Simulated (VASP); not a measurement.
Input of a VASP 6.6.1 run:

Contents of POSCAR:

```
CdTe
1.0
    0.0000000000      2.6347411085      2.6347411085
    2.6347411085      0.0000000000      2.6347411085
    2.6347411085      2.6347411085      0.0000000000
Cd Te
1 1
Direct
    0.0000000000      0.0000000000      0.0000000000
    0.5000000000      0.5000000000      0.5000000000
```

File INCAR.step1:

```
SYSTEM = CdTe
ALGO = Normal ; EDIFF = 1E-4
ENCUT = 520 ; GGA = PE
ISMEAR = -1 ; LASPH = .True.
LCHARG = .False. ; LREAL = .False.
LWAVE = .True. ; NBANDS = 16
NELM = 100 ; PREC = Accurate
SIGMA = 0.08
```

The input INCAR.step2:

```
SYSTEM = CdTe
ALGO = Normal ; EDIFF = 1E-6
ENCUT = 520 ; ISIF = 2
ISMEAR = -1 ; ISTART = 1
LASPH = .True. ; LCHARG = .False.
LMIXTAU = .True. ; LREAL = .False.
LWAVE = .False. ; METAGGA = R2SCAN
NBANDS = 16 ; NELM = 100
PREC = Accurate ; SIGMA = 0.08
```

File KPOINTS:

```
k-points
0
Gamma
  13 13 13
  0 0 0
```

Potentials or basis: VASP PAW PBE potentials, release 64 (Cd, Te).

The run is started by

```sh
$ cat potpaw_PBE.64/Cd/POTCAR potpaw_PBE.64/Te/POTCAR > POTCAR
$ cp INCAR.step1 INCAR
$ mpirun -np 1 vasp_std > vasp.out
$ cp INCAR.step2 INCAR
$ mpirun -np 1 vasp_std > vasp.out
```

Task: Estimate the pressure.

Result: 65.5 GPa.

Task: What does it give for the band gap on the k mesh?

Result: Zero (band 9 reaches 9.93 eV, above the bottom of band 10 at 8.33 eV).

Caveat: the PAW data sets were made with another functional, which shifts forces and pressure a little; spin-orbit coupling is left out, which moves the levels of the heavy elements.
